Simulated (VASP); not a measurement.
Here is a VASP 6.6.1 calculation.

File POSCAR:

```
ZnSe
1.0
    0.0000000000      2.6220423878      2.6220423878
    2.6220423878      0.0000000000      2.6220423878
    2.6220423878      2.6220423878      0.0000000000
Se Zn
1 1
Direct
    0.0000000000      0.0000000000      0.0000000000
    0.5000000000      0.5000000000      0.5000000000
```

Contents of INCAR.step1:

```
SYSTEM = ZnSe
  ALGO = Normal
  EDIFF = 1E-4
  ENCUT = 520
  GGA = PE
  ISMEAR = 0
  LASPH = .True.
  LCHARG = .False.
  LREAL = .False.
  LWAVE = .True.
  NBANDS = 16
  NELM = 80
  PREC = Accurate
  SIGMA = 0.05
```

File INCAR.step2:

```
SYSTEM = ZnSe
  ALGO = Normal
  EDIFF = 1E-6
  ENCUT = 520
  ISIF = 2
  ISMEAR = 0
  ISTART = 1
  LASPH = .True.
  LCHARG = .False.
  LMIXTAU = .True.
  LREAL = .False.
  LWAVE = .False.
  METAGGA = R2SCAN
  NBANDS = 16
  NELM = 80
  PREC = Accurate
  SIGMA = 0.05
```

The input KPOINTS:

```
k-points
0
Gamma
  12 12 12
  0 0 0
```

Potentials or basis: VASP PAW PBE potentials, release 64 (Se, Zn).

Command:

```console
$ cat potpaw_PBE.64/Se/POTCAR potpaw_PBE.64/Zn/POTCAR > POTCAR
$ cp INCAR.step1 INCAR
$ mpirun -np 1 vasp_std > vasp.out
$ cp INCAR.step2 INCAR
$ mpirun -np 1 vasp_std > vasp.out
```

Q: Predict the pressure.

A: 3.8 GPa.

Q: Predict the band gap on the k mesh.

A: Zero (bands 9 and 10 overlap by 0.67 eV).

Caveat: the cell stands under pressure; semilocal functionals underestimate gaps, so a narrow gap can read as zero; the PAW data sets were made with another functional, which shifts forces and pressure a little.
